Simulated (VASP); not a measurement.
Here is a VASP 6.6.1 calculation.

INCAR

```
SYSTEM = LiB2H4
  ALGO = Normal
  EDIFF = 1E-6
  EDIFFG = -0.04
  ENCUT = 600
  GGA = PE
  IBRION = 2
  ISIF = 3
  ISMEAR = 0
  LASPH = .True.
  LCHARG = .False.
  LREAL = .False.
  LWAVE = .False.
  NELM = 100
  NSW = 90
  PREC = Accurate
  SIGMA = 0.1
```

KPOINTS

```
k-points
0
Gamma
  6 6 6
  0 0 0
```

Contents of POSCAR:

```
LiB2H4
1.0
   -2.0857039800      2.0857039800      5.8992617100
    2.0857039800     -2.0857039800      5.8992617100
    2.0857039800      2.0857039800     -5.8992617100
Li B H
1 2 4
Direct
    0.0000000000      0.0000000000      0.0000000000
    0.2500000000      0.2500000000      0.0000000000
    0.7500000000      0.7500000000      0.0000000000
    0.6250000000      0.1250000000      0.5000000000
    0.8750000000      0.3750000000      0.5000000000
    0.1250000000      0.6250000000      0.5000000000
    0.3750000000      0.8750000000      0.5000000000
```

Potentials or basis: VASP PAW PBE potentials, release 64 (Li_sv, B, H).

Launch:

```bash
$ cat potpaw_PBE.64/Li_sv/POTCAR potpaw_PBE.64/B/POTCAR potpaw_PBE.64/H/POTCAR > POTCAR
$ mpirun -np 1 vasp_std > vasp.out
```

(1) Predict the space group after relaxing (to 0.05 Å).

(2) What does it give for the relaxed volume?

(3) What does it give for the relaxed cell?

Answers

(1) I4/mmm (No. 139).

(2) 6.18 Å³/atom.

(3) a = 5.636 Å, b = 5.636 Å, c = 5.636 Å, α = 150.53°, β = 150.53°, γ = 42.17°.

Caveat: the cutoff is under 1.25 times the usual one of these potentials, so pressure, stress and relaxed cells hold a basis-set (Pulay) error; the volume moved by over 15 % at a fixed basis, so the end points are rough.
